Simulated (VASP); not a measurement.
Write the native input for VASP 6.6.1 that does the following.

```yaml
Task: single point
Functional: LDA
Potentials_or_basis: VASP PAW LDA potentials, release 64 (Al, N)
Cutoff: 520 eV
k_mesh: 6 × 6 × 4
Occupations: gaussian, width 0.01 eV
Spin: no spin polarisation
Dipole_correction: no
Further_INCAR_settings: ALGO = Normal; EDIFF = 1e-06; NBANDS = 16
```

The structure of AlN lies in POSCAR:

```
AlN
1.0
    3.2676216256      0.0000000000      0.0000000000
   -1.6338108128      2.8298433378      0.0000000000
    0.0000000000      0.0000000000      4.0859999323
Al N
2 2
Direct
    0.3333333333      0.6666666667      0.7500000000
    0.6666666667      0.3333333333      0.2500000000
    0.3333333333      0.6666666667      0.2500000000
    0.6666666667      0.3333333333      0.7500000000
```

The input as run:

INCAR

```
SYSTEM = AlN
PREC = Accurate
ENCUT = 520
EDIFF = 1E-6
ISMEAR = 0
SIGMA = 0.01
LREAL = .False.
LASPH = .True.
NELM = 60
ALGO = Normal
ISIF = 2
LWAVE = .False.
LCHARG = .True.
GGA = CA
LELF = .True.
LVHAR = .True.
NBANDS = 16
```

KPOINTS

```
regular mesh
0
Gamma
  6 6 4
  0 0 0
```

Potentials or basis: VASP PAW LDA potentials, release 64 (Al, N).

Command:

```console
$ cat potpaw_LDA.64/Al/POTCAR potpaw_LDA.64/N/POTCAR > POTCAR
$ mpirun -np 1 vasp_std > vasp.out
```

It gave:

```yaml
Pressure: 2.6 GPa
Band_gap_on_the_k_mesh: 3.69 eV, direct
```

It took 5.3 s on 1 thread of Intel Xeon 6975P-C, with other jobs on the host, peak memory 0.13 GiB.
